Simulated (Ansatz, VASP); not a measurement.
# Mo2Cl: VASP beside Ansatz

```
Mo Cl
1.0
     3.11801    0.00000    0.00000
     0.00000    3.11801    0.00000
     0.00000    0.00000   11.97558
Mo Cl
4 2
Direct
  0.50000 0.00000 0.80602
  0.00000 0.50000 0.93396
  0.00000 0.50000 0.19398
  0.50000 0.00000 0.06604
  0.00000 0.50000 0.66146
  0.50000 0.00000 0.33854
```

Alike in both runs: functional PBE; k mesh 10 × 10 × 4; occupations gaussian, width 0.1 eV; no spin polarisation.

Ansatz relaxed the structure, and its values are those at the end. VASP's run is a single point on that final structure, the one shown.

|  | VASP | Ansatz |
| --- | --- | --- |
| version | VASP 6.6.1 | Ansatz 0.2.0 |
| potentials or method | VASP PAW PBE potentials, release 64 (Mo_sv, Cl), cutoff 520 eV | scalar-relativistic, plane waves, PAW |
| valence electrons in the cell | 70 | 70 |

|  | VASP | Ansatz | Ansatz less VASP |
| --- | --- | --- | --- |
| gap on the k mesh at the Fermi level (eV) | none | none | - |
| pressure (GPa) | 0.2 | 0.0 | -0.20 |
| rms of the force components (eV/Å) | 0.007 | 0.000 | -0.0070 |

A gap of «none» marks a metal or a gap that the smearing closes.
